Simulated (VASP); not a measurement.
# Si (P6_3/mmc) in VASP: single point with r2SCAN

Aim: the single point of Si with r2SCAN.

All numbers are computed with VASP 6.6.1; they aren't measurements. Logs are shortened: lines on timing, memory, paths and dates and some standing lists are left out, and cuts for length are marked.

**1. The cell of the first run**

The structure is hexagonal, space group P6_3/mmc (No. 194). Conventional cell: a = 2.871 Å, b = 2.871 Å, c = 3.883 Å, α = 90.00°, β = 90.00°, γ = 120.00°. Within 3.4 Å of Si (site symmetry -6m2) lie 12 Si at 2.55 to 2.87 Å.

This isn't the form of Si at room conditions, which is diamond.

**2. Single point, r2SCAN**

POSCAR

```
Si
1.0
    2.8714063276      0.0000000000      0.0000000000
   -1.4357031638      2.4867108243      0.0000000000
    0.0000000000      0.0000000000      3.8833851352
Si
2
Direct
    0.3333333333      0.6666666667      0.2500000000
    0.6666666667      0.3333333333      0.7500000000
```

INCAR.step1

```
SYSTEM = Si
PREC     = Accurate       ! precision mode
ENCUT    = 520            ! plane-wave cutoff, eV
ISMEAR   = 0              ! smearing method
SIGMA    = 0.15           ! smearing width, eV
LREAL    = .False.        ! projectors in reciprocal space
LASPH    = .True.         ! aspherical terms in the spheres
NELM     = 80             ! most SCF steps
NBANDS   = 11             ! bands
GGA      = PE             ! functional
ALGO     = Normal         ! electronic algorithm
EDIFF    = 1E-4           ! SCF threshold, eV
LWAVE    = .True.         ! write WAVECAR
LCHARG   = .False.        ! write CHGCAR
```

INCAR.step2

```
SYSTEM = Si
PREC     = Accurate       ! precision mode
ENCUT    = 520            ! plane-wave cutoff, eV
EDIFF    = 1E-6           ! SCF threshold, eV
ISMEAR   = 0              ! smearing method
SIGMA    = 0.15           ! smearing width, eV
LREAL    = .False.        ! projectors in reciprocal space
LASPH    = .True.         ! aspherical terms in the spheres
NELM     = 80             ! most SCF steps
ALGO     = Normal         ! electronic algorithm
ISIF     = 2              ! what is computed and relaxed
LWAVE    = .False.        ! write WAVECAR
LCHARG   = .False.        ! write CHGCAR
METAGGA  = R2SCAN         ! meta-GGA
LMIXTAU  = .True.       
NBANDS   = 11             ! bands
ISTART   = 1
```

KPOINTS

```
regular mesh
0
Gamma
  24 24 12
  0 0 0
```

Potentials or basis: VASP PAW PBE potentials, release 64 (Si).

Command:

```sh
cat potpaw_PBE.64/Si/POTCAR > POTCAR
cp INCAR.step1 INCAR
mpirun -np 1 vasp_std > vasp.out
cp INCAR.step2 INCAR
mpirun -np 1 vasp_std > vasp.out
```

OUTCAR:

```text
SYSTEM = Si
   PREC = Accurate
   ENCUT = 520
   EDIFF = 1E-6
   ISMEAR = 0
   LREAL = .False.
   LASPH = .True.
   NELM = 80
   ISIF = 2
   METAGGA = R2SCAN
   ISTART = 1

 ion  position               nearest neighbor table
   1  0.333  0.667  0.250-   2 2.55   2 2.55   2 2.55   2 2.55   2 2.55   2 2.55
   2  0.667  0.333  0.750-   1 2.55   1 2.55   1 2.55   1 2.55   1 2.55   1 2.55

  LATTYP: Found a hexagonal cell.
 ALAT       =     2.8714063276
 C/A-ratio  =     1.3524331607

  Lattice vectors:

 A1 = (   2.8714063276,   0.0000000000,   0.0000000000)
 A2 = (  -1.4357031638,   2.4867108243,   0.0000000000)
 A3 = (   0.0000000000,   0.0000000000,   3.8833851352)

Analysis of symmetry for initial positions (statically):
=====================================================================
 Subroutine PRICEL returns:
 Original cell was already a primitive cell.

 Routine SETGRP: Setting up the symmetry group for a
 hexagonal supercell.

 Subroutine GETGRP returns: Found 24 space group operations
 (whereof 12 operations were pure point group operations)
 out of a pool of 24 trial point group operations.

The static configuration has the point symmetry D_3d.
 The point group associated with its full space group is D_6h.

Analysis of symmetry for dynamics (positions and initial velocities):
=====================================================================
 Subroutine PRICEL returns:
 Original cell was already a primitive cell.

 Routine SETGRP: Setting up the symmetry group for a
 hexagonal supercell.

 Subroutine GETGRP returns: Found 24 space group operations
 (whereof 12 operations were pure point group operations)
 out of a pool of 24 trial point group operations.

The dynamic configuration has the point symmetry D_3d.
 The point group associated with its full space group is D_6h.

 Subroutine INISYM returns: Found 24 space group operations
 (whereof 12 operations are pure point group operations),
 and found     1 'primitive' translations

----------------------------------------------------------------------------------------

                                     Primitive cell

  volume of cell :      27.7288

  direct lattice vectors                    reciprocal lattice vectors
     2.871406328  0.000000000  0.000000000     0.348261404  0.201068816  0.000000000
    -1.435703164  2.486710824  0.000000000     0.000000000  0.402137631  0.000000000
     0.000000000  0.000000000  3.883385135     0.000000000  0.000000000  0.257507295

  length of vectors
[... 92 lines left out ...]
   PSTRESS=    0.0 pullay stress
   NELECT =       8.0000    total number of electrons
   NUPDOWN=      -1.0000    fix difference up-down
   EMIN   =  10.00;   EMAX   =-10.00  energy-range for DOS
   EFERMI =   0.00;   METHOD = LEGACY
   ISMEAR =     0;   SIGMA  =   0.15  broadening in eV -4-tet -1-fermi 0-gaus
   EFERMI_NEDOS =   21; number of points for ismear=-14 and -15
   IALGO  =     38    algorithm
   IMIX   =      4    mixing-type and parameters
     AMIX     =   0.40;   BMIX     =  1.00
     AMIX_MAG =   1.60;   BMIX_MAG =  1.00
  volume/ion in A,a.u.               =      13.86        93.56
  Fermi-wavevector in a.u.,A,eV,Ry     =   1.081753  2.044216 15.921389  1.170189
  Thomas-Fermi vector in A             =   2.217777
   LORBIT       =      0    0 simple, 1 ext, 2 COOP (PROOUT), +10 PAW based schemes
   METAGGA = R2SCAN    functional components
   LHFCALC =     F    Hartree Fock is set to
   AEXX    =    0.0000 exact exchange contribution
   IVDW    =     0    specifies the selected vdW correction
   LEPSILON=     F    determine dielectric tensor
   LRPA    =     F    only Hartree local field effects (RPA)
 non-spin polarized calculation
 Gauss-broadening in eV      SIGMA  =   0.15
  energy-cutoff  :      520.00
  volume of cell :       27.73
 maximum number of plane-waves:       770
 NGX is ok and might be reduce to    24
   NGX = 11   NGY = 11   NGZ = 15

 number of electron       7.9999999 magnetization

 Free energy of the ion-electron system (eV)
  ---------------------------------------------------
  ext. energy  EPLUGINS =         0.00000000
  ---------------------------------------------------
  free energy    TOTEN  =       -16.01740639 eV

  energy without entropy =      -16.00790016  energy(sigma->0) =      -16.01265328

 E-fermi :  10.7229     XC(G=0): -12.1394

 val. band max:       10.7187215096   @ k =   0.3333   0.1250   0.0833
 cond. band min:      10.7236496394   @ k =   0.3333   0.0833   0.1667
 fundamental gap:      0.0049281298
 Fermi energy:        10.7229484455

 k-point     1 :       0.0000    0.0000    0.0000
  band No.  band energies     occupation
      1      -5.0606      2.00000
      2       4.3054      2.00000
      3       5.7027      2.00000
      4      16.3948      0.00000
      5      16.3948      0.00000
      6      18.5528      0.00000
      7      18.5528      0.00000
      8      21.2273      0.00000
      9      23.4867      0.00000
     10      25.1045      0.00000
     11      25.1051      0.00000
[... 309 lines left out ...]
 k-point    24 :       0.4583    0.0417    0.0000
  band No.  band energies     occupation
      1       0.4041      2.00000
      2       1.8774      2.00000
      3       9.0936      2.00000
      4      11.1377      0.00009
      5      11.2733      0.00000
      6      11.3434      0.00000
      7      12.2281      0.00000
      8      15.2666      0.00000
      9      20.5070      0.00000
     10      20.5100      0.00000
     11      24.6887      0.00000

 [... further k-points ...]

------------------------ aborting loop because EDIFF is reached ----------------------------------------

  FORCE on cell =-STRESS in cart. coord.  units (eV):
  Direction    XX          YY          ZZ          XY          YZ          ZX
  --------------------------------------------------------------------------------------
  -------------------------------------------------------------------------------------
  Total        0.3866222      0.3866222      1.0388266      0.0000000      0.0000000      0.0000000
  in kB       22.3391690     22.3391690     60.0237659      0.0000000      0.0000000      0.0000000
  external PRESSURE =      34.9007013 kB  Pullay stress =       0.0000000 kB

 VOLUME and BASIS-vectors are now :
 -----------------------------------------------------------------------------
  energy-cutoff  :      520.00
  volume of cell :       27.73
      direct lattice vectors                 reciprocal lattice vectors
     2.871406328  0.000000000  0.000000000     0.348261404  0.201068816  0.000000000
    -1.435703164  2.486710824  0.000000000     0.000000000  0.402137631  0.000000000
     0.000000000  0.000000000  3.883385135     0.000000000  0.000000000  0.257507295

 POSITION                                       TOTAL-FORCE (eV/Angst)
 -----------------------------------------------------------------------------------
     -0.00000      1.65781      0.97085         0.000000     -0.000000      0.000000
      1.43570      0.82890      2.91254        -0.000000      0.000000      0.000000
 -----------------------------------------------------------------------------------
    total drift:                               -0.000000      0.000000     -0.000000

  FREE ENERGIE OF THE ION-ELECTRON SYSTEM (eV)
  ---------------------------------------------------
  free  energy   TOTEN  =       -16.0174063910 eV

  energy  without entropy=      -16.0079001598  energy(sigma->0) =      -16.01265328
```

OUTCAR.step1:

```text
SYSTEM = Si
   PREC = Accurate
   ENCUT = 520
   ISMEAR = 0
   LREAL = .False.
   LASPH = .True.
[... 561 lines left out ...]
     -0.00000      1.65781      0.97085        -0.000000      0.000000      0.000000
      1.43570      0.82890      2.91254         0.000000      0.000000      0.000000
 -----------------------------------------------------------------------------------
    total drift:                               -0.000000      0.000000     -0.000000

  FREE ENERGIE OF THE ION-ELECTRON SYSTEM (eV)
  ---------------------------------------------------
  free  energy   TOTEN  =        -9.7151067525 eV

  energy  without entropy=       -9.7052004735  energy(sigma->0) =       -9.71015361
```

OSZICAR.step1:

```text
N       E                     dE             d eps       ncg     rms          rms(c)
DAV:   1     0.634875963211E+01    0.63488E+01   -0.35099E+03  9418   0.619E+02
DAV:   2    -0.933566501399E+01   -0.15684E+02   -0.15011E+02 12144   0.862E+01
DAV:   3    -0.976533292368E+01   -0.42967E+00   -0.42638E+00 12356   0.115E+01
DAV:   4    -0.976683636751E+01   -0.15034E-02   -0.15033E-02 11354   0.841E-01
DAV:   5    -0.976684185626E+01   -0.54888E-05   -0.54883E-05 11767   0.460E-02    0.428E+00
DAV:   6    -0.973385908523E+01    0.32983E-01   -0.80266E-03 10726   0.433E-01    0.239E+00
DAV:   7    -0.971518061676E+01    0.18678E-01   -0.16335E-02 10378   0.620E-01    0.161E-01
DAV:   8    -0.971510675255E+01    0.73864E-04   -0.36312E-04 12193   0.123E-01
   1 F= -.97151068E+01 E0= -.97101536E+01  d E =-.990628E-02
```

Run time: 2.8 min. Hardware: 1 thread of Intel Xeon Platinum 8488C (Sapphire Rapids), shared host; peak memory 0.22 GiB.

Results:

* Free energy: -16.0174 eV
* Pressure: 3.5 GPa
* Band gap on the k mesh: zero (bands 4 and 5 overlap by 11.90 eV)

Stress tensor (GPa, compression positive):
```
2.23 0.00 0.00
0.00 2.23 0.00
0.00 0.00 6.00
```

Levels at points of the mesh, in eV from the Fermi level:
| k point | band 1 | band 2 | band 3 | band 4 | band 5 | band 6 | band 7 | band 8 |
| --- | --- | --- | --- | --- | --- | --- | --- | --- |
| (0.00, 0.00, 0.00) | -15.78 | -6.42 | -5.02 | 5.67 | 5.67 | 7.83 | 7.83 | 10.50 |
| (0.50, 0.00, 0.00) | -10.16 | -9.08 | -1.56 | 0.41 | 0.90 | 1.02 | 1.12 | 3.90 |
| (0.00, 0.00, 0.50) | -13.24 | -13.24 | 6.07 | 6.07 | 7.78 | 7.78 | 7.78 | 7.78 |
| (0.50, 0.00, 0.50) | -7.70 | -7.70 | -6.60 | -6.60 | 3.40 | 3.40 | 6.10 | 6.10 |

Caveat: the cell stands under pressure; the PAW data sets were made with another functional, which shifts forces and pressure a little.
